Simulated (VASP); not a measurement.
ScIn3Rh:

```xyz
5
Lattice="5.8307 0.0000 0.0000 -2.9153 5.0495 0.0000 0.0000 0.0000 4.5327" Properties=species:S:1:pos:R:3 pbc="T T T"
Sc    0.0000    0.0000    2.2663
In    2.9153    0.0000    0.0000
In   -1.4577    2.5248    0.0000
In    1.4577    2.5248    0.0000
Rh    0.0000    0.0000    0.0000
```

The cell was generated, and may not be a known phase.

| Property | Result |
| --- | --- |
| Program | VASP 6.6.1 |
| Task | relaxation of cell and atoms |
| Functional | PBE |
| Potentials or basis | VASP PAW PBE potentials, release 64 (Sc_sv, In_d, Rh_pv) |
| Cutoff | 500 eV |
| k mesh | 3 × 3 × 4 |
| Occupations | gaussian, width 0.1 eV |
| Spin | no spin polarisation |

At the start: pressure 2.1 GPa; volume 26.69 Å³/atom.

Q: Where does the relaxation end?

A: Over 8 steps the energy falls by 61.9 meV/atom and the volume is 27.79 Å³/atom (+4.1 %); space group P6/mmm (No. 191, to 0.1 Å) before and after.

Step by step:
```csv
step,energy change (eV),largest force (eV/Å),pressure (GPa),volume (Å³)
1,0.0000,0.0000,2.10,133.45
2,-0.2750,0.0000,-0.68,140.05
3,-0.2924,0.0000,-1.20,141.74
4,-0.2930,0.0000,-1.29,142.09
5,-0.3019,0.0000,0.67,137.79
6,-0.3085,0.0000,-0.16,139.42
7,-0.3085,0.0000,-0.18,139.47
8,-0.3093,0.0000,-0.04,138.97
```

Final structure:
```cif
data_structure
_symmetry_space_group_name_H-M 'P 1'
_symmetry_Int_Tables_number 1
_cell_length_a 5.6982
_cell_length_b 5.6982
_cell_length_c 4.9421
_cell_angle_alpha 90.000
_cell_angle_beta 90.000
_cell_angle_gamma 120.000
_cell_volume 138.97
loop_
_atom_site_label
_atom_site_type_symbol
_atom_site_fract_x
_atom_site_fract_y
_atom_site_fract_z
_atom_site_occupancy
Sc1 Sc 0.00000 0.00000 0.50000 1
In1 In 0.50000 0.00000 0.00000 1
In2 In 0.00000 0.50000 0.00000 1
In3 In 0.50000 0.50000 0.00000 1
Rh1 Rh 0.00000 0.00000 0.00000 1
```

Caveat: the k points lie up to 0.42 Å⁻¹ apart in the final cell, too coarse for converged energies and pressures of a metal.
